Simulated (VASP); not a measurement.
# CsI: single point with PBE0

The system is CsI.

```
Cs I
1.0
     4.60808    0.00000    0.00000
     0.00000    4.60808    0.00000
     0.00000    0.00000    4.60808
Cs I
1 1
Direct
  0.00000 0.00000 0.00000
  0.50000 0.50000 0.50000
```

```json
{
 "Program": "VASP 6.6.1",
 "Task": "single point",
 "Functional": "PBE0",
 "Potentials or basis": "VASP PAW PBE potentials, release 64 (Cs_sv, I)",
 "Cutoff": "400 eV",
 "k mesh": "4 × 4 × 4",
 "Occupations": "gaussian, width 0.01 eV",
 "Spin": "no spin polarisation",
 "Dipole correction": "no",
 "Grid for exact exchange (PRECFOCK)": "Normal",
 "Further INCAR settings": "ALGO = Normal; EDIFF = 1e-06; NBANDS = 15",
 "Share of exact exchange": "0.25"
}
```

| Property | Result |
| --- | --- |
| Pressure | 0.1 GPa |
| Band gap on the k mesh | 5.47 eV (least direct gap 5.58 eV) |

Levels at points of the mesh, in eV from the valence-band top:
```
           k point  band 6  band 7  band 8  band 9  band 10  band 11
(0.00, 0.00, 0.00)   -0.10   -0.10   -0.10    5.47     5.91     5.91
(0.50, 0.00, 0.00)   -1.62   -0.24   -0.24    7.00     8.11     8.46
(0.50, 0.50, 0.00)   -0.93   -0.93    0.00    5.94     6.65     7.92
(0.50, 0.50, 0.50)   -1.35   -1.35   -1.35    8.84     8.84     8.84
```

Run time: 3.1 min on 1 thread of Intel(R) Xeon(R) Platinum 8488C (Sapphire Rapids), with other jobs on the host, peak memory 0.18 GiB.

Caveat: the PAW data sets were made with another functional, which shifts forces and pressure a little; spin-orbit coupling is left out, which moves the levels of the heavy elements. A k mesh can miss the band edges.
